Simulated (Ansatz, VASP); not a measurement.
# One calculation of CuRu2, two programs

```xyz
3
Lattice="0.0000 2.6660 2.6660 2.6660 0.0000 2.6660 2.6660 2.6660 0.0000" Properties=species:S:1:pos:R:3 pbc="T T T"
Cu    0.0000    0.0000    0.0000
Ru    1.3330    1.3330    1.3330
Ru    3.9990    3.9990    3.9990
```

Alike in both runs: task relaxation of cell and atoms; functional r2SCAN; k mesh 6 × 6 × 6; occupations gaussian, width 0.1 eV; no spin polarisation.

|  | VASP | Ansatz |
| --- | --- | --- |
| version | VASP 6.6.1 | Ansatz 0.2.0 |
| potentials or method | VASP PAW PBE potentials, release 64 (Cu, Ru_pv), cutoff 600 eV | scalar-relativistic, plane waves, PAW |
| valence electrons in the cell | 39 | 51 |

Ansatz gave:

* gap on the k mesh at the Fermi level, each at its own relaxed structure (eV): none
* relaxed volume (Å³/atom): 14.67
* relaxed length of the cell vector where the two differ most in proportion (Å): 3.963

Task: What did VASP give for the same quantities?

Result: gap on the k mesh at the Fermi level, each at its own relaxed structure (eV): none; relaxed volume (Å³/atom): 14.72; relaxed length of the cell vector where the two differ most in proportion (Å): 3.968.

VASP's potentials were made for PBE, not for r2SCAN. A gap of «none» marks a metal or a gap that the smearing closes. VASP's potentials hold 39 valence electrons a cell and Ansatz's 51, so a difference there can come from the potentials and not from the codes.

Noted on VASP's run: the volume moved by over 15 % at a fixed basis, so the end points are rough.
